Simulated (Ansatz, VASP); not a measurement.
## Ti3Se in VASP and in Ansatz

```xyz
4
Lattice="3.1974 0.0000 0.0000 -1.5987 2.7691 0.0000 0.0000 0.0000 7.9427" Properties=species:S:1:pos:R:3 pbc="T T T"
Se    0.0000    0.0000    0.0000
Ti    1.5987    0.9230    3.9714
Ti    0.0000    1.8460    6.1390
Ti    0.0000    1.8460    1.8038
```

Alike in both runs: functional PBE; k mesh 10 × 10 × 4; occupations fermi-dirac, width 0.05 eV; no spin polarisation; Hubbard terms Ti d U = 5.0 eV.

|  | VASP | Ansatz |
| --- | --- | --- |
| version | VASP 6.6.1 | Ansatz 0.2.0 |
| potentials or method | VASP PAW PBE potentials, release 64 (Se, Ti_sv) | Ansatz PAW |
| plane-wave cutoff (eV) | 520 | 420 |
| valence electrons in the cell | 42 | 52 |
| task | single point | band structure |

|  | VASP | Ansatz | Ansatz less VASP |
| --- | --- | --- | --- |
| gap on the k mesh at the Fermi level (eV) | none | none | - |
| pressure (GPa) | 8.2 | 7.8 | -0.39 |
| traceless stress, the component that is largest in VASP (GPa) | 2.64 | 3.22 | +0.578 |
| rms of the force components (eV/Å) | 0.018 | 0.047 | +0.0284 |

The programs project onto different local orbitals, so the same U acts differently, and such runs can settle in different states. Atom by atom the forces differ by 0.028 eV/Å (rms over components). A gap of «none» marks a metal or a gap that the smearing closes. VASP's potentials hold 42 valence electrons a cell and Ansatz's 52, so a difference there can come from the potentials and not from the codes.
